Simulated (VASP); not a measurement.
A run of VASP 6.6.1:

The input INCAR:

```
SYSTEM = Hg
PREC     = Accurate       ! precision mode
ENCUT    = 520            ! plane-wave cutoff, eV
EDIFF    = 1E-6           ! SCF threshold, eV
ISMEAR   = 0              ! smearing method
SIGMA    = 0.1            ! smearing width, eV
LREAL    = .False.        ! projectors in reciprocal space
LASPH    = .True.         ! aspherical terms in the spheres
NELM     = 100            ! most SCF steps
ALGO     = Normal         ! electronic algorithm
ISIF     = 2              ! what is computed and relaxed
LWAVE    = .False.        ! write WAVECAR
LCHARG   = .False.        ! write CHGCAR
GGA      = PE             ! functional
NBANDS   = 12             ! bands
```

The input KPOINTS:

```
regular mesh
0
Gamma
  16 16 16
  0 0 0
```

The input POSCAR:

```
Hg
1.0
   -1.9830235713      1.9830235713      1.8529769174
    1.9830235713     -1.9830235713      1.8529769174
    1.9830235713      1.9830235713     -1.8529769174
Hg
1
Direct
    0.0000000000      0.0000000000      0.0000000000
```

Potentials or basis: VASP PAW PBE potentials, release 64 (Hg).

Launch:

```bash
$ cat potpaw_PBE.64/Hg/POTCAR > POTCAR
$ mpirun -np 1 vasp_std > vasp.out
```

Hardware: 1 thread of Intel(R) Xeon(R) 6975P-C (Granite Rapids) (shared host).

Q: Estimate the wall time of this run.

A: It took 49 s on 1 thread of Intel(R) Xeon(R) 6975P-C (Granite Rapids), on a shared host, peak memory 0.25 GiB. Counts: scf iterations 11, k points 349.
